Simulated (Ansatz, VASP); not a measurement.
# Se: VASP beside Ansatz

File POSCAR:

```
Se
1.0
    4.3951160745      0.0000000000      0.0000000000
   -2.1975580372      3.8062821731      0.0000000000
    0.0000000000      0.0000000000      4.9864062541
Se
3
Direct
    0.7746000000      0.7746000000      0.0000000000
    0.0000000000      0.2254000000      0.6666666667
    0.2254000000      0.0000000000      0.3333333333
```

Contents of INCAR.step1:

```
ALGO = Normal
EDIFF = 1E-4
ENCUT = 520
GGA = PE
ISMEAR = -1
LASPH = T
LCHARG = F
LREAL = F
LWAVE = T
NBANDS = 16
NELM = 100
PREC = Accurate
SIGMA = 0.05
```

Contents of INCAR.step2:

```
ALGO = Normal
EDIFF = 1E-6
ENCUT = 520
ISIF = 2
ISMEAR = -1
ISTART = 1
IVDW = 12
LASPH = T
LCHARG = T
LELF = T
LMIXTAU = T
LREAL = F
LVHAR = T
LWAVE = F
METAGGA = R2SCAN
NBANDS = 16
NELM = 100
PREC = Accurate
SIGMA = 0.05
VDW_A1 = 0.49484001
VDW_A2 = 5.73083694
VDW_S6 = 1.0
VDW_S8 = 0.78981345
```

Contents of KPOINTS:

```
k-points
0
Gamma
  7 7 6
```

Contents of input.yaml:

```yaml
crystal:
  lattice:
    - [4.3951160745, 0.0, 0.0]
    - [-2.1975580372, 3.8062821731, 0.0]
    - [0.0, 0.0, 4.9864062541]
  atoms:
    - { symbol: Se, position: [0.7746, 0.7746, 0.0] }
    - { symbol: Se, position: [0.0, 0.2254, 0.6666666667] }
    - { symbol: Se, position: [0.2254, 0.0, 0.3333333333] }
hamiltonian:
  xc: r2scan
  pseudopotentials: { kind: paw }
  dispersion: d3bj
kpoints:
  mp_grid: { grid: [7, 7, 6] }
scf:
  occupations: { method: fermi_dirac, width: 0.05 }
output:
  forces: true
  stress: true
  eigenvalues: true
```

Alike in both runs: task single point; functional r2SCAN; dispersion D3(BJ); k mesh 7 × 7 × 6; occupations fermi-dirac, width 0.05 eV; no spin polarisation.

```csv
,VASP,Ansatz
version,VASP 6.6.1,Ansatz 0.2.0
potentials or method,"VASP PAW PBE potentials, release 64 (Se)",Ansatz PAW
plane-wave cutoff (eV),520,500
valence electrons in the cell,18,48
```

```csv
,VASP,Ansatz,Ansatz less VASP
gap on the k mesh at the Fermi level (eV),1.42,1.43,+0.010
least direct gap on the mesh (eV),1.67,1.68,+0.010
pressure (GPa),-0.7,-0.7,+0.03
"traceless stress, the component that is largest in VASP (GPa)",0.14,0.15,+0.016
rms of the force components (eV/Å),0.081,0.082,+0.0012
```

VASP's potentials were made for PBE, not for r2SCAN. Atom by atom the forces differ by 0.001 eV/Å (rms over components). VASP's potentials hold 18 valence electrons a cell and Ansatz's 48, so a difference there can come from the potentials and not from the codes.

Noted on Ansatz's run: odd divisions of the mesh miss points on the zone boundary, where band edges often lie, so the gap on the mesh can be too wide.
